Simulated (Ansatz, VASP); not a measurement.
## CaSe in VASP and in Ansatz

File POSCAR:

```
CaSe
1.0
   -0.0385779565      2.9675351117      2.9675351117
    2.9675351117     -0.0385779565      2.9675351117
    2.9289571552      2.9289571552      0.0000000000
Ca Se
1 1
Direct
    0.0000000000      0.0000000000      0.0000000000
    0.5000000000      0.5000000000      0.5000000000
```

File INCAR.step1:

```
ALGO = Normal ; EDIFF = 1E-4
ENCUT = 520 ; GGA = PE
ISMEAR = 0 ; LASPH = True
LCHARG = False ; LREAL = False
LWAVE = True ; NBANDS = 15
NELM = 80 ; PREC = Accurate
SIGMA = 0.01
```

File INCAR.step2:

```
ALGO = Normal ; EDIFF = 1E-7
ENCUT = 520 ; ISIF = 2
ISMEAR = 0 ; ISTART = 1
LASPH = True ; LCHARG = False
LMIXTAU = True ; LREAL = False
LWAVE = False ; METAGGA = R2SCAN
NBANDS = 15 ; NELM = 80
PREC = Accurate ; SIGMA = 0.01
```

File KPOINTS:

```
k-points
0
Gamma
  8 8 8
```

Input for Ansatz:

```yaml
crystal:
  lattice:
    - [-0.0385779565, 2.9675351117, 2.9675351117]
    - [2.9675351117, -0.0385779565, 2.9675351117]
    - [2.9289571552, 2.9289571552, 0.0]
  atoms:
    - { symbol: Ca, position: [0.0, 0.0, 0.0] }
    - { symbol: Se, position: [0.5, 0.5, 0.5] }
kpoints:
  mp_grid: { grid: [8, 8, 8] }
  band_path:
    path:
      - [0.0, 0.0, 0.0]
      - [0.5, 0.0, 0.5]
      - [0.625, 0.25, 0.625]
      - [0.375, 0.375, 0.75]
      - [0.5, 0.5, 0.5]
      - [0.5, 0.25, 0.75]
    npoints: 1
hamiltonian:
  xc: r2scan
scf:
  occupations: { method: fixed }
  n_extra_bands: 4
output:
  forces: true
  stress: true
  eigenvalues: true
```

Change from the starting cell: shear_xy strain -2.6%.

Alike in both runs: task single point; functional r2SCAN; k mesh 8 × 8 × 8; no spin polarisation.

|  | VASP | Ansatz |
| --- | --- | --- |
| version | VASP 6.6.1 | Ansatz 0.2.0 |
| potentials or method | VASP PAW PBE potentials, release 64 (Ca_sv, Se) | plane waves, PAW |
| plane-wave cutoff (eV) | 520 | 500 |
| occupations | gaussian, width 0.01 eV | fixed |
| valence electrons in the cell | 16 | 26 |

Ansatz gave:

| Quantity | Value |
| --- | --- |
| gap on the k mesh at the Fermi level (eV) | 2.44 |
| pressure (GPa) | 0.0 |
| traceless stress, the component that is largest in VASP (GPa) | 0.77 |

Task: Which values does VASP return?

Result: gap on the k mesh at the Fermi level (eV): 2.44; pressure (GPa): 0.2; traceless stress, the component that is largest in VASP (GPa): 0.77.

VASP's potentials were made for PBE, not for r2SCAN. VASP's potentials hold 16 valence electrons a cell and Ansatz's 26, so a difference there can come from the potentials and not from the codes.
